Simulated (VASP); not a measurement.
# GaN (P6_3mc) in VASP: a series of runs

Runs on GaN. Level: PBE. Tasks: single point, relaxation of cell and atoms.

Everything below comes from runs of VASP 6.6.1. Logs are shortened: lines on timing, memory, paths and dates and some standing lists are left out, and cuts for length are marked.

## 1. The cell of the first run

Symmetry: P6_3mc, No. 186, hexagonal system. Conventional cell: a = 3.218 Å, b = 3.218 Å, c = 5.243 Å, α = 90.00°, β = 90.00°, γ = 120.00°. Ga (site symmetry 3m) has 4 N at 1.97 to 1.98 Å within 2.6 Å. N (site symmetry 3m) has 4 Ga at 1.97 to 1.98 Å within 2.6 Å.

## 2. Single point, PBE

Contents of INCAR:

```
ALGO = Normal
EDIFF = 1E-7
ENCUT = 520
GGA = PE
ISIF = 2
ISMEAR = 0
LASPH = T
LCHARG = T
LELF = T
LREAL = F
LVHAR = T
LWAVE = F
NBANDS = 26
NELM = 60
PREC = Accurate
SIGMA = 0.02
```

Contents of KPOINTS:

```
k-points
0
Gamma
  9 9 6
```

Contents of POSCAR:

```
GaN
1.0
    3.2183571298      0.0000000000      0.0000000000
   -1.6091785649      2.7871790328      0.0000000000
    0.0000000000      0.0000000000      5.2431089265
Ga N
2 2
Direct
    0.6666666667      0.3333333333      0.4991348436
    0.3333333333      0.6666666667      0.9991348436
    0.6666666667      0.3333333333      0.8758651564
    0.3333333333      0.6666666667      0.3758651564
```

Potentials or basis: VASP PAW PBE potentials, release 64 (Ga_d, N).

Command:

```
> cat potpaw_PBE.64/Ga_d/POTCAR potpaw_PBE.64/N/POTCAR > POTCAR
> mpirun -np 1 vasp_std > vasp.out
```

OUTCAR:

```text
EDIFF = 1E-7
   ENCUT = 520
   GGA = PE
   ISIF = 2
   ISMEAR = 0
   LASPH = T
   LREAL = F
   NELM = 60
   PREC = Accurate

 ion  position               nearest neighbor table
   1  0.667  0.333  0.499-   4 1.97   4 1.97   4 1.97   3 1.98
   2  0.333  0.667  0.999-   3 1.97   3 1.97   3 1.97   4 1.98
   3  0.667  0.333  0.876-   2 1.97   2 1.97   2 1.97   1 1.98
   4  0.333  0.667  0.376-   1 1.97   1 1.97   1 1.97   2 1.98

  LATTYP: Found a hexagonal cell.
 ALAT       =     3.2183571298
 C/A-ratio  =     1.6291258910

  Lattice vectors:

 A1 = (   3.2183571298,   0.0000000000,   0.0000000000)
 A2 = (  -1.6091785649,   2.7871790328,   0.0000000000)
 A3 = (   0.0000000000,   0.0000000000,   5.2431089265)

Analysis of symmetry for initial positions (statically):
=====================================================================
 Subroutine PRICEL returns:
 Original cell was already a primitive cell.

 Routine SETGRP: Setting up the symmetry group for a
 hexagonal supercell.

 Subroutine GETGRP returns: Found 12 space group operations
 (whereof  6 operations were pure point group operations)
 out of a pool of 24 trial point group operations.

The static configuration has the point symmetry C_3v.
 The point group associated with its full space group is C_6v.

Analysis of symmetry for dynamics (positions and initial velocities):
=====================================================================
 Subroutine PRICEL returns:
 Original cell was already a primitive cell.

 Routine SETGRP: Setting up the symmetry group for a
 hexagonal supercell.

 Subroutine GETGRP returns: Found 12 space group operations
 (whereof  6 operations were pure point group operations)
 out of a pool of 24 trial point group operations.

The dynamic configuration has the point symmetry C_3v.
 The point group associated with its full space group is C_6v.

 Subroutine INISYM returns: Found 12 space group operations
 (whereof  6 operations are pure point group operations),
 and found     1 'primitive' translations

----------------------------------------------------------------------------------------

                                     Primitive cell

  volume of cell :      47.0314

  direct lattice vectors                    reciprocal lattice vectors
     3.218357130  0.000000000  0.000000000     0.310717537  0.179392854  0.000000000
    -1.609178565  2.787179033  0.000000000     0.000000000  0.358785707  0.000000000
     0.000000000  0.000000000  5.243108926     0.000000000  0.000000000  0.190726535

  length of vectors
     3.218357130  3.218357130  5.243108926     0.358785707  0.358785707  0.190726535

  position of ions in fractional coordinates (direct lattice)
     0.666666667  0.333333333  0.499134844
     0.333333333  0.666666667  0.999134844
     0.666666667  0.333333333  0.875865156
     0.333333333  0.666666667  0.375865156

  ion indices of the primitive-cell ions
   primitive index   ion index
                 1           1
                 2           2
                 3           3
                 4           4

----------------------------------------------------------------------------------------

 KPOINTS: k-points

Automatic generation of k-mesh.
 Grid dimensions read from file:
 generate k-points for:    9    9    6

 Generating k-lattice:

  Cartesian coordinates                     Fractional coordinates (reciprocal lattice)
     0.034524171  0.019932539  0.000000000     0.111111111  0.000000000  0.000000000
     0.000000000  0.039865079  0.000000000     0.000000000  0.111111111  0.000000000
     0.000000000  0.000000000  0.031787756     0.000000000  0.000000000  0.166666667

  Length of vectors
     0.039865079  0.039865079  0.031787756

  Shift w.r.t. Gamma in fractional coordinates (k-lattice)
     0.000000000  0.000000000  0.000000000

 Subroutine IBZKPT returns following result:
 ===========================================

 Found     48 irreducible k-points:

 Following reciprocal coordinates:
            Coordinates               Weight
  0.000000  0.000000  0.000000      1.000000
  0.111111  0.000000  0.000000      6.000000
  0.222222 -0.000000  0.000000      6.000000
  0.333333  0.000000  0.000000      6.000000
  0.444444 -0.000000  0.000000      6.000000
  0.111111  0.111111  0.000000      6.000000
[... 16 lines left out ...]
  0.333333  0.222222  0.166667     24.000000
  0.333333  0.333333  0.166667      4.000000
 [... further k-points ...]
   k-points           NKPTS =     48   k-points in BZ     NKDIM =     48   number of bands    NBANDS=     26
   number of dos      NEDOS =    301   number of ions     NIONS =      4
   total plane-waves  NPLWV =  23040
   dimension x,y,z NGX =    24 NGY =   24 NGZ =   40
   dimension x,y,z NGXF=    48 NGYF=   48 NGZF=   80
   ions per type =               2   2
   NGX,Y,Z   is equivalent  to a cutoff of  12.40, 12.40, 12.68 a.u.
   NGXF,Y,Z  is equivalent  to a cutoff of  24.79, 24.79, 25.37 a.u.
 SYSTEM =  unknown system
   PREC   = accura    normal or accurate (medium, high low for compatibility)
   ISTART =      0    job   : 0-new  1-cont  2-samecut
   ICHARG =      2    charge: 1-file 2-atom 10-const
   ISPIN  =      1    spin polarized calculation?
   LNONCOLLINEAR =      F non collinear calculations
   LSORBIT =      F    spin-orbit coupling
   LASPH  =      T    aspherical Exc in radial PAW
   ENCUT  =  520.0 eV  38.22 Ry    6.18 a.u.   5.98  5.98  9.75*2*pi/ulx,y,z
   NELM   =     60;   NELMIN=  2; NELMDL= -5     # of ELM steps
   EDIFF  = 0.1E-06   stopping-criterion for ELM
   LREAL  =      F    real-space projection
   EDIFFG = 0.1E-05   stopping-criterion for IOM
   NSW    =      0    number of steps for IOM
   IBRION =     -1    ionic relax: 0-MD 1-quasi-New 2-CG
   NFREE  =      0    steps in history (QN), initial steepest desc. (CG)
   ISIF   =      2    stress and relaxation
   ISYM   =      2    0-nonsym 1-usesym 2-fastsym
   POTIM  = 0.5000    time-step for ionic-motion
   TEBEG  =    0.0;   TEEND  =   0.0 temperature during run
   PSTRESS=    0.0 pullay stress
   NELECT =      36.0000    total number of electrons
   NUPDOWN=      -1.0000    fix difference up-down
   EMIN   =  10.00;   EMAX   =-10.00  energy-range for DOS
   EFERMI =   0.00;   METHOD = LEGACY
   ISMEAR =     0;   SIGMA  =   0.02  broadening in eV -4-tet -1-fermi 0-gaus
   EFERMI_NEDOS =   21; number of points for ismear=-14 and -15
   IALGO  =     38    algorithm
   IMIX   =      4    mixing-type and parameters
     AMIX     =   0.40;   BMIX     =  1.00
     AMIX_MAG =   1.60;   BMIX_MAG =  1.00
  volume/ion in A,a.u.               =      11.76        79.35
  Fermi-wavevector in a.u.,A,eV,Ry     =   1.497544  2.829948 30.512954  2.242639
  Thomas-Fermi vector in A             =   2.609418
   LORBIT       =      0    0 simple, 1 ext, 2 COOP (PROOUT), +10 PAW based schemes
   GGA     = PE    functional components
   LHFCALC =     F    Hartree Fock is set to
   AEXX    =    0.0000 exact exchange contribution
   IVDW    =     0    specifies the selected vdW correction
   LEPSILON=     F    determine dielectric tensor
   LRPA    =     F    only Hartree local field effects (RPA)
 non-spin polarized calculation
 Gauss-broadening in eV      SIGMA  =   0.02
  energy-cutoff  :      520.00
  volume of cell :       47.03
 maximum number of plane-waves:      1290
 NGX is ok and might be reduce to    24
   NGX = 11   NGY = 11   NGZ = 19

 number of electron      35.9999957 magnetization

 Free energy of the ion-electron system (eV)
  ---------------------------------------------------
  ext. energy  EPLUGINS =         0.00000000
  ---------------------------------------------------
  free energy    TOTEN  =       -24.32769677 eV

  energy without entropy =      -24.32769677  energy(sigma->0) =      -24.32769677

 E-fermi :   5.1618     XC(G=0): -11.5151

 val. band max:        5.0091279091   @ k =   0.0000   0.0000   0.0000
 cond. band min:       6.7250520450   @ k =   0.0000   0.0000   0.0000
 fundamental gap:      1.7159241359
 Fermi energy:         5.1618414349

 k-point     1 :       0.0000    0.0000    0.0000
  band No.  band energies     occupation
      1     -10.7264      2.00000
      2      -9.9031      2.00000
      3      -8.4115      2.00000
      4      -8.3972      2.00000
      5      -8.3972      2.00000
      6      -8.3414      2.00000
[... 18 lines left out ...]
     25      16.4970      0.00000
     26      16.4970      0.00000

 k-point     2 :       0.1111    0.0000    0.0000
  band No.  band energies     occupation
      1     -10.6142      2.00000
      2      -9.8762      2.00000
      3      -8.3995      2.00000
      4      -8.3813      2.00000
      5      -8.3564      2.00000
      6      -8.3273      2.00000
[... 18 lines left out ...]
     25      16.0473      0.00000
     26      16.7496      0.00000

 k-point     3 :       0.2222   -0.0000    0.0000
  band No.  band energies     occupation
      1     -10.3389      2.00000
      2      -9.8204      2.00000
      3      -8.3671      2.00000
      4      -8.3495      2.00000
      5      -8.2941      2.00000
      6      -8.2640      2.00000
[... 18 lines left out ...]
     25      16.2748      0.00000
     26      17.2927      0.00000

 k-point     4 :       0.3333    0.0000    0.0000
  band No.  band energies     occupation
      1     -10.0662      2.00000
      2      -9.7774      2.00000
      3      -8.3480      2.00000
      4      -8.3317      2.00000
      5      -8.2546      2.00000
      6      -8.2032      2.00000
[... 18 lines left out ...]
     25      16.4606      0.00000
     26      17.9660      0.00000

 k-point     5 :       0.4444   -0.0000    0.0000
  band No.  band energies     occupation
      1      -9.9267      2.00000
      2      -9.7598      2.00000
      3      -8.3489      2.00000
      4      -8.3295      2.00000
      5      -8.2423      2.00000
      6      -8.2002      2.00000
[... 18 lines left out ...]
     25      17.1766      0.00000
     26      18.0065      0.00000

 k-point     6 :       0.1111    0.1111    0.0000
  band No.  band energies     occupation
      1     -10.4199      2.00000
      2      -9.8355      2.00000
      3      -8.3722      2.00000
      4      -8.3607      2.00000
      5      -8.3064      2.00000
      6      -8.2985      2.00000
[... 427 lines left out ...]
 k-point    21 :       0.4444    0.1111    0.1667
  band No.  band energies     occupation
      1      -9.8684      2.00000
      2      -9.7565      2.00000
      3      -8.3520      2.00000
      4      -8.3208      2.00000
      5      -8.2424      2.00000
      6      -8.2078      2.00000
[... 18 lines left out ...]
     25      16.9645      0.00000
     26      18.1800      0.00000

 k-point    22 :       0.2222    0.2222    0.1667
  band No.  band energies     occupation
      1      -9.9330      2.00000
      2      -9.7666      2.00000
      3      -8.3564      2.00000
      4      -8.3009      2.00000
      5      -8.2446      2.00000
      6      -8.2302      2.00000
[... 18 lines left out ...]
     25      16.0002      0.00000
     26      18.3798      0.00000

 k-point    23 :       0.3333    0.2222    0.1667
  band No.  band energies     occupation
      1      -9.8366      2.00000
      2      -9.7602      2.00000
      3      -8.3697      2.00000
      4      -8.2810      2.00000
      5      -8.2318      2.00000
      6      -8.1985      2.00000
[... 18 lines left out ...]
     25      16.8999      0.00000
     26      18.0915      0.00000

 k-point    24 :       0.3333    0.3333    0.1667
  band No.  band energies     occupation
      1      -9.7816      2.00000
      2      -9.7816      2.00000
      3      -8.3809      2.00000
      4      -8.2382      2.00000
      5      -8.2382      2.00000
      6      -8.1977      2.00000
[... 18 lines left out ...]
     25      17.7949      0.00000
     26      17.8611      0.00000

 [... further k-points ...]

------------------------ aborting loop because EDIFF is reached ----------------------------------------

  FORCE on cell =-STRESS in cart. coord.  units (eV):
  Direction    XX          YY          ZZ          XY          YZ          ZX
  --------------------------------------------------------------------------------------
  -------------------------------------------------------------------------------------
  Total        0.0367848      0.0367848      0.0466995      0.0000000      0.0000000      0.0000000
  in kB        1.2531166      1.2531166      1.5908704      0.0000000      0.0000000      0.0000000
  external PRESSURE =       1.3657012 kB  Pullay stress =       0.0000000 kB

 VOLUME and BASIS-vectors are now :
 -----------------------------------------------------------------------------
  energy-cutoff  :      520.00
  volume of cell :       47.03
      direct lattice vectors                 reciprocal lattice vectors
     3.218357130  0.000000000  0.000000000     0.310717537  0.179392854  0.000000000
    -1.609178565  2.787179033  0.000000000     0.000000000  0.358785707  0.000000000
     0.000000000  0.000000000  5.243108926     0.000000000  0.000000000  0.190726535

 POSITION                                       TOTAL-FORCE (eV/Angst)
 -----------------------------------------------------------------------------------
      1.60918      0.92906      2.61702         0.000000     -0.000000     -0.000266
     -0.00000      1.85812      5.23857        -0.000000      0.000000     -0.000266
      1.60918      0.92906      4.59226        -0.000000     -0.000000      0.000266
     -0.00000      1.85812      1.97070         0.000000      0.000000      0.000266
 -----------------------------------------------------------------------------------
    total drift:                               -0.000001     -0.000001     -0.001222

  FREE ENERGIE OF THE ION-ELECTRON SYSTEM (eV)
  ---------------------------------------------------
  free  energy   TOTEN  =       -24.3276967747 eV

  energy  without entropy=      -24.3276967747  energy(sigma->0) =      -24.32769677
```

Wall time 58 s (1 thread of Intel Xeon Platinum 8488C (Sapphire Rapids), shared host); peak memory 0.19 GiB.

What came out:

```
Free energy            : -24.3277 eV
Pressure               : 0.1 GPa
Band gap on the k mesh : 1.72 eV
```

## 3. Relaxation of cell and atoms, PBE

This run uses another cell than the first one, of 11.43 Å³/atom.

Contents of INCAR:

```
ALGO     = Normal         # electronic algorithm
EDIFF    = 1E-6           # SCF threshold, eV
EDIFFG   = -0.005         # ionic threshold
ENCUT    = 600            # plane-wave cutoff, eV
GGA      = PE             # functional
IBRION   = 2              # ionic algorithm
ISIF     = 3              # what is computed and relaxed
ISMEAR   = 0              # smearing method
LASPH    = T              # aspherical terms in the spheres
LCHARG   = F              # write CHGCAR
LREAL    = F              # projectors in reciprocal space
LWAVE    = F              # write WAVECAR
NELM     = 80             # most SCF steps
NSW      = 100            # ionic steps
PREC     = Accurate       # precision mode
SIGMA    = 0.02           # smearing width, eV
```

KPOINTS is that of step 2.

Contents of POSCAR:

```
GaN
1.0
    3.1889304035      0.0000000000      0.0000000000
   -1.5944652018      2.7616947404      0.0000000000
    0.0000000000      0.0000000000      5.1923572500
Ga N
2 2
Direct
    0.6666666700      0.3333333300      0.4990837100
    0.3333333300      0.6666666700      0.9990837100
    0.6666666700      0.3333333300      0.8759162900
    0.3333333300      0.6666666700      0.3759162900
```

Potentials or basis: VASP PAW PBE potentials, release 64 (Ga_d, N).

Command:

```
> cat potpaw_PBE.64/Ga_d/POTCAR potpaw_PBE.64/N/POTCAR > POTCAR
> mpirun -np 1 vasp_std > vasp.out
```

It took 4.1 min on 1 thread of Intel Xeon Platinum 8488C (Sapphire Rapids), shared host; peak memory 0.22 GiB.

The run converged. Its results:

| Item | Value |
| --- | --- |
| Free energy | -24.3289 eV |
| Relaxed volume | 11.75 Å³/atom |
| Relaxed cell | a = 3.218 Å, b = 3.218 Å, c = 5.241 Å, α = 90.00°, β = 90.00°, γ = 120.00° |
| Space group after relaxing (to 0.1 Å) | P6_3mc (No. 186) |
| Energy gained by relaxing | 5.0 meV/atom |
| Ionic steps | 7 |
| Pressure after relaxing | 0.0 GPa |
| Band gap on the k mesh | 1.72 eV |

Stress tensor (GPa, compression positive):
```
-0.06  0.00  0.00
 0.00 -0.06  0.00
 0.00  0.00  0.02
```

Step by step:
```tsv
step	energy change (eV)	largest force (eV/Å)	pressure (GPa)	volume (Å³)
1	0.0000	0.0057	5.04	45.73
2	-0.0062	0.0044	-3.78	48.15
3	-0.0199	0.0002	0.02	47.03
4	-0.0199	0.0001	-0.47	47.05
5	-0.0196	0.0039	0.69	46.84
6	-0.0199	0.0009	0.06	47.00
7	-0.0199	0.0010	-0.03	47.01
```

Final structure:
```yaml
crystal:
  lattice:
    - [3.21798, 0.00000, 0.00000]
    - [-1.60899, 2.78685, 0.00000]
    - [0.00000, 0.00000, 5.24148]
  atoms:
    - { symbol: Ga, position: [0.66667, 0.33333, 0.49911] }
    - { symbol: Ga, position: [0.33333, 0.66667, 0.99911] }
    - { symbol: N, position: [0.66667, 0.33333, 0.87589] }
    - { symbol: N, position: [0.33333, 0.66667, 0.37589] }
```

Levels at points of the mesh, in eV from the valence-band top:
| k point | band 15 | band 16 | band 17 | band 18 | band 19 | band 20 | band 21 | band 22 |
| --- | --- | --- | --- | --- | --- | --- | --- | --- |
| (0.00, 0.00, 0.00) | -1.00 | -0.04 | 0.00 | 0.00 | 1.72 | 4.07 | 9.03 | 9.73 |
| (0.00, 0.00, 0.50) | -0.51 | -0.51 | -0.51 | -0.51 | 4.06 | 4.06 | 8.32 | 8.32 |
